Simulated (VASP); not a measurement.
# SiC (I-4m2) in VASP: notebook

Runs on SiC. Level: PBE. Tasks: single point.

Program: VASP 6.6.1. These are calculated values, not measurements. Logs are shortened: lines on timing, memory, paths and dates and some standing lists are left out, and cuts for length are marked.

**1. The cell of the first run**

Symmetry: I-4m2, No. 119, tetragonal system. The conventional cell has a = 3.173 Å, b = 3.173 Å, c = 4.269 Å, α = 90.00°, β = 90.00°, γ = 90.00°. Within 2.5 Å of Si (site symmetry -4m2) lie 4 C at 1.91 Å. C (site symmetry -4m2) has 4 Si at 1.91 Å within 2.5 Å.

**2. Single point, PBE (epitaxial xy strain +3.0%)**

INCAR

```
SYSTEM = SiC
  ALGO = Normal
  EDIFF = 1E-6
  ENCUT = 520
  GGA = PE
  ISIF = 2
  ISMEAR = 0
  LASPH = .TRUE.
  LCHARG = .FALSE.
  LREAL = .FALSE.
  LWAVE = .FALSE.
  NBANDS = 11
  NELM = 80
  PREC = Accurate
  SIGMA = 0.01
```

KPOINTS

```
k-points
0
G
  6 6 6
  0 0 0
```

POSCAR

```
SiC
1.0
    0.0000000000      2.2433939153      2.1344433457
    2.2433939153      0.0000000000      2.1344433457
    2.2433939153      2.2433939153      0.0000000000
Si C
1 1
Direct
    0.0000000000      0.0000000000      0.0000000000
    0.2500000000      0.2500000000      0.2500000000
```

Potentials or basis: VASP PAW PBE potentials, release 64 (Si, C).

On the command line:

```bash
> cat potpaw_PBE.64/Si/POTCAR potpaw_PBE.64/C/POTCAR > POTCAR
> mpirun -np 1 vasp_std > vasp.out
```

OUTCAR:

```text
SYSTEM = SiC
   EDIFF = 1E-6
   ENCUT = 520
   GGA = PE
   ISIF = 2
   ISMEAR = 0
   LASPH = .TRUE.
   LREAL = .FALSE.
   NELM = 80
   PREC = Accurate

 ion  position               nearest neighbor table
   1  0.000  0.000  0.000-   2 1.91   2 1.91   2 1.91   2 1.91
   2  0.250  0.250  0.250-   1 1.91   1 1.91   1 1.91   1 1.91

  LATTYP: Found a body centered tetragonal cell.
 ALAT       =     3.1726381008
 C/A-ratio  =     1.3455321899

  Lattice vectors:

 A1 = (   0.0000000000,  -2.2433939153,  -2.1344433457)
 A2 = (   0.0000000000,   2.2433939153,  -2.1344433457)
 A3 = (   2.2433939153,   0.0000000000,   2.1344433457)

Analysis of symmetry for initial positions (statically):
=====================================================================
 Subroutine PRICEL returns:
 Original cell was already a primitive cell.

 Routine SETGRP: Setting up the symmetry group for a
 body centered tetragonal supercell.

 Subroutine GETGRP returns: Found  8 space group operations
 (whereof  8 operations were pure point group operations)
 out of a pool of 16 trial point group operations.

The static configuration has the point symmetry D_2d.

Analysis of symmetry for dynamics (positions and initial velocities):
=====================================================================
 Subroutine PRICEL returns:
 Original cell was already a primitive cell.

 Routine SETGRP: Setting up the symmetry group for a
 body centered tetragonal supercell.

 Subroutine GETGRP returns: Found  8 space group operations
 (whereof  8 operations were pure point group operations)
 out of a pool of 16 trial point group operations.

The dynamic configuration has the point symmetry D_2d.

 Subroutine INISYM returns: Found  8 space group operations
 (whereof  8 operations are pure point group operations),
 and found     1 'primitive' translations

----------------------------------------------------------------------------------------

                                     Primitive cell

  volume of cell :      21.4845

  direct lattice vectors                    reciprocal lattice vectors
     0.000000000  2.243393915  2.134443346    -0.222876596  0.222876596  0.234253114
     2.243393915  0.000000000  2.134443346     0.222876596 -0.222876596  0.234253114
     2.243393915  2.243393915  0.000000000     0.222876596  0.222876596 -0.234253114

  length of vectors
     3.096556903  3.096556903  3.172638101     0.392711695  0.392711695  0.392711695

[... 87 lines left out ...]
   ISYM   =      2    0-nonsym 1-usesym 2-fastsym
   POTIM  = 0.5000    time-step for ionic-motion
   TEBEG  =    0.0;   TEEND  =   0.0 temperature during run
   PSTRESS=    0.0 pullay stress
   NELECT =       8.0000    total number of electrons
   NUPDOWN=      -1.0000    fix difference up-down
   EMIN   =  10.00;   EMAX   =-10.00  energy-range for DOS
   EFERMI =   0.00;   METHOD = LEGACY
   ISMEAR =     0;   SIGMA  =   0.01  broadening in eV -4-tet -1-fermi 0-gaus
   EFERMI_NEDOS =   21; number of points for ismear=-14 and -15
   IALGO  =     38    algorithm
   IMIX   =      4    mixing-type and parameters
     AMIX     =   0.40;   BMIX     =  1.00
     AMIX_MAG =   1.60;   BMIX_MAG =  1.00
  volume/ion in A,a.u.               =      10.74        72.49
  Fermi-wavevector in a.u.,A,eV,Ry     =   1.177777  2.225675 18.873427  1.387158
  Thomas-Fermi vector in A             =   2.314117
   LORBIT       =      0    0 simple, 1 ext, 2 COOP (PROOUT), +10 PAW based schemes
   GGA     = PE    functional components
   LHFCALC =     F    Hartree Fock is set to
   AEXX    =    0.0000 exact exchange contribution
   IVDW    =     0    specifies the selected vdW correction
   LEPSILON=     F    determine dielectric tensor
   LRPA    =     F    only Hartree local field effects (RPA)
 non-spin polarized calculation
 Gauss-broadening in eV      SIGMA  =   0.01
  energy-cutoff  :      520.00
  volume of cell :       21.48
 maximum number of plane-waves:       592
   NGX = 11   NGY = 11   NGZ = 11

 number of electron       8.0000001 magnetization

 Free energy of the ion-electron system (eV)
  ---------------------------------------------------
  ext. energy  EPLUGINS =         0.00000000
  ---------------------------------------------------
  free energy    TOTEN  =       -15.01699127 eV

  energy without entropy =      -15.01699127  energy(sigma->0) =      -15.01699127

 E-fermi :   8.0316     XC(G=0): -11.1938

 val. band max:        7.9137742020   @ k =   0.0000   0.0000   0.0000
 cond. band min:       8.8124663823   @ k =   0.5000   0.5000   0.0000
 fundamental gap:      0.8986921803
 Fermi energy:         8.0315593164

 k-point     1 :       0.0000    0.0000    0.0000
  band No.  band energies     occupation
      1      -7.4128      2.00000
      2       7.6043      2.00000
      3       7.6043      2.00000
      4       7.9138      2.00000
      5      13.4802      0.00000
      6      14.6569      0.00000
      7      14.8057      0.00000
      8      14.8057      0.00000
      9      21.2600      0.00000
     10      22.5814      0.00000
     11      23.6055      0.00000
[... 309 lines left out ...]
 k-point    24 :       0.5000    0.0000    0.3333
  band No.  band energies     occupation
      1      -3.3167      2.00000
      2       0.8041      2.00000
      3       3.5232      2.00000
      4       5.1629      2.00000
      5      10.5901      0.00000
      6      14.0273      0.00000
      7      18.8126      0.00000
      8      20.0695      0.00000
      9      21.3525      0.00000
     10      25.4724      0.00000
     11      28.1554      0.00000

 [... further k-points ...]

------------------------ aborting loop because EDIFF is reached ----------------------------------------

  FORCE on cell =-STRESS in cart. coord.  units (eV):
  Direction    XX          YY          ZZ          XY          YZ          ZX
  --------------------------------------------------------------------------------------
  -------------------------------------------------------------------------------------
  Total       -1.1532541     -1.1532541      0.3810236      0.0000000     -0.0000000      0.0000000
  in kB      -86.0022658    -86.0022658     28.4142849      0.0000000     -0.0000000      0.0000000
  external PRESSURE =     -47.8634156 kB  Pullay stress =       0.0000000 kB

 VOLUME and BASIS-vectors are now :
 -----------------------------------------------------------------------------
  energy-cutoff  :      520.00
  volume of cell :       21.48
      direct lattice vectors                 reciprocal lattice vectors
     0.000000000  2.243393915  2.134443346    -0.222876596  0.222876596  0.234253114
     2.243393915  0.000000000  2.134443346     0.222876596 -0.222876596  0.234253114
     2.243393915  2.243393915  0.000000000     0.222876596  0.222876596 -0.234253114

 POSITION                                       TOTAL-FORCE (eV/Angst)
 -----------------------------------------------------------------------------------
      0.00000      0.00000      0.00000         0.000000      0.000000     -0.000000
      1.12170      1.12170      1.06722        -0.000000     -0.000000      0.000000
 -----------------------------------------------------------------------------------
    total drift:                                0.000000      0.000000     -0.000000

  FREE ENERGIE OF THE ION-ELECTRON SYSTEM (eV)
  ---------------------------------------------------
  free  energy   TOTEN  =       -15.0169912684 eV

  energy  without entropy=      -15.0169912684  energy(sigma->0) =      -15.01699127
```

OSZICAR:

```text
N       E                     dE             d eps       ncg     rms          rms(c)
DAV:   1     0.403309382289E+01    0.40331E+01   -0.38727E+03   684   0.597E+02
DAV:   2    -0.160476252274E+02   -0.20081E+02   -0.19087E+02   841   0.107E+02
DAV:   3    -0.167720937551E+02   -0.72447E+00   -0.72290E+00   813   0.176E+01
DAV:   4    -0.167752177128E+02   -0.31240E-02   -0.31238E-02   787   0.143E+00
DAV:   5    -0.167752311371E+02   -0.13424E-04   -0.13424E-04   792   0.899E-02    0.843E+00
DAV:   6    -0.150631498558E+02    0.17121E+01   -0.64100E+00   744   0.112E+01    0.369E+00
DAV:   7    -0.150241831742E+02    0.38967E-01   -0.34423E-01   818   0.338E+00    0.172E+00
DAV:   8    -0.150167739085E+02    0.74093E-02   -0.19741E-02   756   0.934E-01    0.168E-01
DAV:   9    -0.150168709973E+02   -0.97089E-04   -0.17273E-03   821   0.233E-01    0.111E-01
DAV:  10    -0.150169883953E+02   -0.11740E-03   -0.25774E-04   755   0.963E-02    0.260E-02
DAV:  11    -0.150169907965E+02   -0.24012E-05   -0.47332E-05   786   0.350E-02    0.672E-03
DAV:  12    -0.150169912684E+02   -0.47199E-06   -0.22166E-06   756   0.883E-03
   1 F= -.15016991E+02 E0= -.15016991E+02  d E =-.146504E-64
```

stdout:

```text
POSCAR found type information on POSCAR SiC
 POSCAR found :  2 types and       2 ions
 scaLAPACK will be used
 LDA part: xc-table for (Slater+PW92), standard interpolation
 POSCAR, INCAR and KPOINTS ok, starting setup
 FFT: planning ... GRIDC
 FFT: planning ... GRID_SOFT
 FFT: planning ... GRID
 WAVECAR not read
 entering main loop
```

Run time: 3 s. Hardware: 1 thread of Intel Xeon 6975P-C, shared host; peak memory 0.13 GiB.

What came out:

| Item | Value |
| --- | --- |
| Free energy | -15.0170 eV |
| Pressure | -4.8 GPa |
| Band gap on the k mesh | 0.90 eV, indirect (least direct gap 4.44 eV) |

Levels at points of the mesh, in eV from the valence-band top:
```
           k point  band 1  band 2  band 3  band 4  band 5  band 6  band 7  band 8  band 9
(0.00, 0.00, 0.00)  -15.33   -0.31   -0.31    0.00    5.57    6.74    6.89    6.89   13.35
(0.50, 0.00, 0.00)  -11.89   -8.54   -1.53   -0.98    4.72    6.51    7.39    9.67   15.29
(0.50, 0.50, 0.00)  -10.23   -7.49   -3.66   -3.66    0.90    3.41   13.25   13.25   14.55
(0.50, 0.00, 0.50)  -10.60   -8.09   -3.18   -3.10    1.34    4.26   12.70   13.75   14.12
```

Caveat: the cell differs from its parent crystal (epitaxial xy strain +3.0%).

**3. Single point, PBE (epitaxial xy strain +2.5%)**

INCAR

```
PREC = Accurate
ENCUT = 520
EDIFF = 1E-6
ISMEAR = 0
SIGMA = 0.01
LREAL = F
LASPH = T
NELM = 80
ALGO = Normal
ISIF = 2
LWAVE = F
LCHARG = T
GGA = PE
LELF = T
LVHAR = T
NBANDS = 11
```

KPOINTS

```
Automatic mesh
0
Gamma
  6 6 6
```

POSCAR

```
SiC
1.0
    0.0000000000      2.2325036536      2.1419434071
    2.2325036536      0.0000000000      2.1419434071
    2.2325036536      2.2325036536      0.0000000000
Si C
1 1
Direct
    0.0000000000      0.0000000000      0.0000000000
    0.2500000000      0.2500000000      0.2500000000
```

Potentials or basis: VASP PAW PBE potentials, release 64 (Si, C).

On the command line:

```bash
> cat potpaw_PBE.64/Si/POTCAR potpaw_PBE.64/C/POTCAR > POTCAR
> mpirun -np 1 vasp_std > vasp.out
```

Run time: 3.3 s. Hardware: 1 thread of Intel Xeon 6975P-C, shared host; peak memory 0.13 GiB.

Results (log left out):

```
Free energy            : -15.0283 eV
Pressure               : -3.5 GPa
Band gap on the k mesh : 0.97 eV, indirect (least direct gap 4.46 eV)
```

Stress tensor (GPa, compression positive):
```
-6.74  0.00  0.00
 0.00 -6.74  0.00
 0.00  0.00  2.95
```

Levels at points of the mesh, in eV from the valence-band top:
```tsv
k point	band 1	band 2	band 3	band 4	band 5	band 6	band 7	band 8
(0.00, 0.00, 0.00)	-15.34	-0.26	-0.26	0.00	5.68	6.83	6.96	6.96
(0.50, 0.00, 0.00)	-11.88	-8.54	-1.46	-0.99	4.85	6.62	7.34	9.72
(0.50, 0.50, 0.00)	-10.26	-7.54	-3.59	-3.59	0.97	3.56	13.38	13.38
(0.50, 0.00, 0.50)	-10.57	-8.05	-3.18	-3.12	1.33	4.27	12.92	13.93
```

Caveat: the cell differs from its parent crystal (epitaxial xy strain +2.5%).

(Continued in part 2 of 2.)
